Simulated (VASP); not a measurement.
# Ge (Cmmm) in VASP: single point with PBEsol

Aim: the single point of Ge with PBEsol.

Program: VASP 6.6.1. These are calculated values, not measurements. Logs are shortened: lines on timing, memory, paths and dates and some standing lists are left out, and cuts for length are marked.

**1. The cell of the first run**

Symmetry: Cmmm, No. 65, orthorhombic system. Conventional cell: a = 2.794 Å, b = 5.305 Å, c = 2.698 Å, α = 90.00°, β = 90.00°, γ = 90.00°. Within 3.6 Å of Ge (site symmetry mmm) lie 8 Ge at 2.70 to 3.00 Å.

**2. Single point, PBEsol (strain +0.0200 x Voigt [0, 1, 0, 0, 0, 0])**

Contents of INCAR:

```
PREC = Accurate ; ENCUT = 520
EDIFF = 1E-7 ; ISMEAR = 0
SIGMA = 0.15 ; LREAL = F
LASPH = T ; NELM = 80
ALGO = Normal ; ISIF = 2
LWAVE = F ; LCHARG = F
GGA = PS ; NBANDS = 13
```

Contents of KPOINTS:

```
Automatic mesh
0
Gamma
  20 20 18
```

Contents of POSCAR:

```
Ge
1.0
    1.3971490000     -2.6525263200      0.0000000000
    1.3971490000      2.6525263200      0.0000000000
    0.0000000000      0.0000000000      2.6982310000
Ge
1
Direct
    0.5000000000      0.5000000000      0.0000000000
```

Potentials or basis: VASP PAW PBE potentials, release 64 (Ge_d).

Command:

```bash
$ cat potpaw_PBE.64/Ge_d/POTCAR > POTCAR
$ mpirun -np 1 vasp_std > vasp.out
```

OUTCAR:

```text
PREC = Accurate
   ENCUT = 520
   EDIFF = 1E-7
   ISMEAR = 0
   LREAL = F
   LASPH = T
   NELM = 80
   ISIF = 2
   GGA = PS

 ion  position               nearest neighbor table
   1  0.500  0.500  0.000-

  LATTYP: Found a base centered orthorhombic cell.
 ALAT       =     2.7942980000
 B/A-ratio  =     1.8985278735
 C/A-ratio  =     0.9656203454

  Lattice vectors:

 A1 = (   1.3971490000,  -2.6525263200,   0.0000000000)
 A2 = (   1.3971490000,   2.6525263200,   0.0000000000)
 A3 = (   0.0000000000,   0.0000000000,   2.6982310000)

Analysis of symmetry for initial positions (statically):
=====================================================================
 Subroutine PRICEL returns:
 Original cell was already a primitive cell.

 Routine SETGRP: Setting up the symmetry group for a
 base centered orthorhombic supercell.

 Subroutine GETGRP returns: Found  8 space group operations
 (whereof  8 operations were pure point group operations)
 out of a pool of  8 trial point group operations.

The static configuration has the point symmetry D_2h.

Analysis of symmetry for dynamics (positions and initial velocities):
=====================================================================
 Subroutine PRICEL returns:
 Original cell was already a primitive cell.

 Routine SETGRP: Setting up the symmetry group for a
 base centered orthorhombic supercell.

 Subroutine GETGRP returns: Found  8 space group operations
 (whereof  8 operations were pure point group operations)
 out of a pool of  8 trial point group operations.

The dynamic configuration has the point symmetry D_2h.

 Subroutine INISYM returns: Found  8 space group operations
 (whereof  8 operations are pure point group operations),
 and found     1 'primitive' translations

----------------------------------------------------------------------------------------

                                     Primitive cell

  volume of cell :      19.9992

  direct lattice vectors                    reciprocal lattice vectors
     1.397149000 -2.652526320  0.000000000     0.357871637 -0.188499543  0.000000000
     1.397149000  2.652526320  0.000000000     0.357871637  0.188499543  0.000000000
     0.000000000  0.000000000  2.698231000     0.000000000  0.000000000  0.370613191

  length of vectors
     2.997986192  2.997986192  2.698231000     0.404480144  0.404480144  0.370613191

  position of ions in fractional coordinates (direct lattice)
     0.500000000  0.500000000  0.000000000

  ion indices of the primitive-cell ions
   primitive index   ion index
                 1           1

----------------------------------------------------------------------------------------

 KPOINTS: Automatic mesh

Automatic generation of k-mesh.
 Grid dimensions read from file:
 generate k-points for:   20   20   18

 Generating k-lattice:

  Cartesian coordinates                     Fractional coordinates (reciprocal lattice)
     0.017893582 -0.009424977  0.000000000     0.050000000  0.000000000  0.000000000
     0.017893582  0.009424977  0.000000000     0.000000000  0.050000000  0.000000000
     0.000000000  0.000000000  0.020589622     0.000000000  0.000000000  0.055555556

  Length of vectors
     0.020224007  0.020224007  0.020589622

  Shift w.r.t. Gamma in fractional coordinates (k-lattice)
     0.000000000  0.000000000  0.000000000

 Subroutine IBZKPT returns following result:
 ===========================================

 Found   1110 irreducible k-points:

 Following reciprocal coordinates:
            Coordinates               Weight
  0.000000  0.000000  0.000000      1.000000
  0.050000  0.000000  0.000000      4.000000
  0.100000  0.000000  0.000000      4.000000
  0.150000 -0.000000  0.000000      4.000000
  0.200000  0.000000  0.000000      4.000000
  0.250000 -0.000000  0.000000      4.000000
[... 16 lines left out ...]
 -0.400000  0.050000  0.000000      4.000000
 -0.350000  0.050000  0.000000      4.000000
 [... further k-points ...]
   k-points           NKPTS =   1110   k-points in BZ     NKDIM =   1110   number of bands    NBANDS=     13
   number of dos      NEDOS =    301   number of ions     NIONS =      1
   total plane-waves  NPLWV =  11520
   dimension x,y,z NGX =    24 NGY =   24 NGZ =   20
   dimension x,y,z NGXF=    48 NGYF=   48 NGZF=   40
   ions per type =               1
   NGX,Y,Z   is equivalent  to a cutoff of  13.31, 13.31, 12.32 a.u.
   NGXF,Y,Z  is equivalent  to a cutoff of  26.62, 26.62, 24.65 a.u.
 SYSTEM =  unknown system
   PREC   = accura    normal or accurate (medium, high low for compatibility)
   ISTART =      0    job   : 0-new  1-cont  2-samecut
   ICHARG =      2    charge: 1-file 2-atom 10-const
   ISPIN  =      1    spin polarized calculation?
   LNONCOLLINEAR =      F non collinear calculations
   LSORBIT =      F    spin-orbit coupling
   LASPH  =      T    aspherical Exc in radial PAW
   ENCUT  =  520.0 eV  38.22 Ry    6.18 a.u.   5.57  5.57  5.02*2*pi/ulx,y,z
   NELM   =     80;   NELMIN=  2; NELMDL= -5     # of ELM steps
   EDIFF  = 0.1E-06   stopping-criterion for ELM
   LREAL  =      F    real-space projection
   EDIFFG = 0.1E-05   stopping-criterion for IOM
   NSW    =      0    number of steps for IOM
   IBRION =     -1    ionic relax: 0-MD 1-quasi-New 2-CG
   NFREE  =      0    steps in history (QN), initial steepest desc. (CG)
   ISIF   =      2    stress and relaxation
   ISYM   =      2    0-nonsym 1-usesym 2-fastsym
   POTIM  = 0.5000    time-step for ionic-motion
   TEBEG  =    0.0;   TEEND  =   0.0 temperature during run
   PSTRESS=    0.0 pullay stress
   NELECT =      14.0000    total number of electrons
   NUPDOWN=      -1.0000    fix difference up-down
   EMIN   =  10.00;   EMAX   =-10.00  energy-range for DOS
   EFERMI =   0.00;   METHOD = LEGACY
   ISMEAR =     0;   SIGMA  =   0.15  broadening in eV -4-tet -1-fermi 0-gaus
   EFERMI_NEDOS =   21; number of points for ismear=-14 and -15
   IALGO  =     38    algorithm
   IMIX   =      4    mixing-type and parameters
     AMIX     =   0.40;   BMIX     =  1.00
     AMIX_MAG =   1.60;   BMIX_MAG =  1.00
  volume/ion in A,a.u.               =      20.00       134.96
  Fermi-wavevector in a.u.,A,eV,Ry     =   1.453607  2.746919 28.748746  2.112973
  Thomas-Fermi vector in A             =   2.570854
   LORBIT       =      0    0 simple, 1 ext, 2 COOP (PROOUT), +10 PAW based schemes
   GGA     = PS    functional components
   LHFCALC =     F    Hartree Fock is set to
   AEXX    =    0.0000 exact exchange contribution
   IVDW    =     0    specifies the selected vdW correction
   LEPSILON=     F    determine dielectric tensor
   LRPA    =     F    only Hartree local field effects (RPA)
 non-spin polarized calculation
 Gauss-broadening in eV      SIGMA  =   0.15
  energy-cutoff  :      520.00
  volume of cell :       20.00
 maximum number of plane-waves:       552
   NGX = 11   NGY = 11   NGZ = 11

 number of electron      14.0000001 magnetization

 Free energy of the ion-electron system (eV)
  ---------------------------------------------------
  ext. energy  EPLUGINS =         0.00000000
  ---------------------------------------------------
  free energy    TOTEN  =        -4.72102500 eV

  energy without entropy =       -4.71636829  energy(sigma->0) =       -4.71869665

 E-fermi :   5.8741     XC(G=0): -11.0883

 val. band max:        5.8652366696   @ k =  -0.2500   0.2500   0.1111
 cond. band min:       5.8744198669   @ k =   0.4000   0.2000   0.2222
 fundamental gap:      0.0091831973
 Fermi energy:         5.8741060411

 k-point     1 :       0.0000    0.0000    0.0000
  band No.  band energies     occupation
      1     -18.7866      2.00000
      2     -18.7274      2.00000
      3     -18.6673      2.00000
      4     -18.5789      2.00000
      5     -18.5564      2.00000
      6      -6.8463      2.00000
      7      12.4617      0.00000
      8      12.6547      0.00000
      9      14.3806      0.00000
     10      16.0718      0.00000
     11      17.7752      0.00000
     12      20.5283      0.00000
     13      20.9314      0.00000

 k-point     2 :       0.0500    0.0000    0.0000
  band No.  band energies     occupation
      1     -18.7848      2.00000
      2     -18.7247      2.00000
      3     -18.6679      2.00000
      4     -18.5792      2.00000
      5     -18.5576      2.00000
      6      -6.7863      2.00000
      7      12.2406      0.00000
      8      12.7128      0.00000
      9      13.7520      0.00000
     10      16.2835      0.00000
     11      17.9280      0.00000
     12      19.6078      0.00000
     13      20.9940      0.00000

 k-point     3 :       0.1000    0.0000    0.0000
  band No.  band energies     occupation
      1     -18.7798      2.00000
      2     -18.7169      2.00000
      3     -18.6692      2.00000
      4     -18.5802      2.00000
      5     -18.5611      2.00000
      6      -6.6066      2.00000
      7      11.5835      0.00000
      8      12.5332      0.00000
      9      12.8861      0.00000
     10      16.5457      0.00000
     11      17.7467      0.00000
     12      19.2508      0.00000
     13      22.1153      0.00000

 k-point     4 :       0.1500   -0.0000    0.0000
  band No.  band energies     occupation
      1     -18.7729      2.00000
      2     -18.7057      2.00000
      3     -18.6694      2.00000
      4     -18.5818      2.00000
      5     -18.5664      2.00000
      6      -6.3073      2.00000
      7      10.2972      0.00000
      8      11.5788      0.00000
      9      13.1713      0.00000
     10      16.2637      0.00000
     11      17.4674      0.00000
     12      20.0994      0.00000
     13      23.5674      0.00000

 k-point     5 :       0.2000    0.0000    0.0000
  band No.  band energies     occupation
      1     -18.7657      2.00000
      2     -18.6961      2.00000
      3     -18.6639      2.00000
      4     -18.5844      2.00000
      5     -18.5724      2.00000
      6      -5.8892      2.00000
      7       8.6521      0.00000
      8      10.9138      0.00000
      9      13.5617      0.00000
     10      15.4877      0.00000
     11      17.7822      0.00000
     12      21.3173      0.00000
     13      25.1606      0.00000
[... 257 lines left out ...]
 k-point    22 :      -0.4500    0.0500    0.0000
  band No.  band energies     occupation
      1     -18.7554      2.00000
      2     -18.6834      2.00000
      3     -18.6076      2.00000
      4     -18.5929      2.00000
      5     -18.5858      2.00000
      6      -2.7408      2.00000
      7       1.9164      2.00000
      8       8.4786      0.00000
      9      13.9943      0.00000
     10      16.0317      0.00000
     11      20.8630      0.00000
     12      23.5155      0.00000
     13      24.2313      0.00000

 k-point    23 :      -0.4000    0.0500    0.0000
  band No.  band energies     occupation
      1     -18.7544      2.00000
      2     -18.6859      2.00000
      3     -18.6067      2.00000
      4     -18.6031      2.00000
      5     -18.5843      2.00000
      6      -3.5768      2.00000
      7       3.2275      2.00000
      8       8.6201      0.00000
      9      14.3512      0.00000
     10      15.4873      0.00000
     11      19.9960      0.00000
     12      24.5022      0.00000
     13      25.3504      0.00000

 k-point    24 :      -0.3500    0.0500    0.0000
  band No.  band energies     occupation
      1     -18.7545      2.00000
      2     -18.6894      2.00000
      3     -18.6236      2.00000
      4     -18.5976      2.00000
      5     -18.5818      2.00000
      6      -4.3624      2.00000
      7       4.7013      2.00000
      8       8.8882      0.00000
      9      14.8261      0.00000
     10      14.8855      0.00000
     11      19.2358      0.00000
     12      25.7485      0.00000
     13      25.8967      0.00000

 [... further k-points ...]

------------------------ aborting loop because EDIFF is reached ----------------------------------------

  FORCE on cell =-STRESS in cart. coord.  units (eV):
  Direction    XX          YY          ZZ          XY          YZ          ZX
  --------------------------------------------------------------------------------------
  -------------------------------------------------------------------------------------
  Total       -0.5708791     -0.8452823     -0.5357353      0.0000000      0.0000000      0.0000000
  in kB      -45.7344227    -67.7174864    -42.9189743      0.0000000      0.0000000      0.0000000
  external PRESSURE =     -52.1236278 kB  Pullay stress =       0.0000000 kB

 VOLUME and BASIS-vectors are now :
 -----------------------------------------------------------------------------
  energy-cutoff  :      520.00
  volume of cell :       20.00
      direct lattice vectors                 reciprocal lattice vectors
     1.397149000 -2.652526320  0.000000000     0.357871637 -0.188499543  0.000000000
     1.397149000  2.652526320  0.000000000     0.357871637  0.188499543  0.000000000
     0.000000000  0.000000000  2.698231000     0.000000000  0.000000000  0.370613191

 POSITION                                       TOTAL-FORCE (eV/Angst)
 -----------------------------------------------------------------------------------
      1.39715      0.00000      0.00000        -0.000000     -0.000000      0.000000
 -----------------------------------------------------------------------------------
    total drift:                               -0.000000     -0.000000     -0.000000

  FREE ENERGIE OF THE ION-ELECTRON SYSTEM (eV)
  ---------------------------------------------------
  free  energy   TOTEN  =        -4.7210250034 eV

  energy  without entropy=       -4.7163682896  energy(sigma->0) =       -4.71869665
```

Wall time 3.9 min (1 thread of Intel Xeon Platinum 8259CL at 2.50GHz (Skylake/Cascade Lake), shared host); peak memory 0.35 GiB.

Results:

| Property | Result |
| --- | --- |
| Free energy | -4.7210 eV |
| Pressure | -5.2 GPa |
| Band gap on the k mesh | zero (band 7 reaches 12.46 eV, above the bottom of band 8 at 3.06 eV) |

Levels at points of the mesh, in eV from the Fermi level:
```tsv
k point	band 5	band 6	band 7	band 8	band 9	band 10
(0.00, 0.00, 0.00)	-24.43	-12.72	6.59	6.78	8.51	10.20
(0.50, 0.00, 0.00)	-24.45	-7.76	-5.18	3.17	7.19	10.56
(0.50, 0.50, 0.00)	-24.44	-8.83	-5.43	5.36	9.28	9.74
(0.00, 0.00, 0.50)	-24.46	-8.93	-5.59	9.42	11.33	15.48
(0.50, 0.00, 0.50)	-24.36	-3.59	-2.09	-1.58	3.69	6.06
(0.50, 0.50, 0.50)	-24.38	-4.79	-2.38	-2.26	3.22	8.25
```

Caveat: the cell differs from its parent crystal (strain +0.0200 x Voigt [0, 1, 0, 0, 0, 0]); the PAW data sets were made with another functional, which shifts forces and pressure a little.
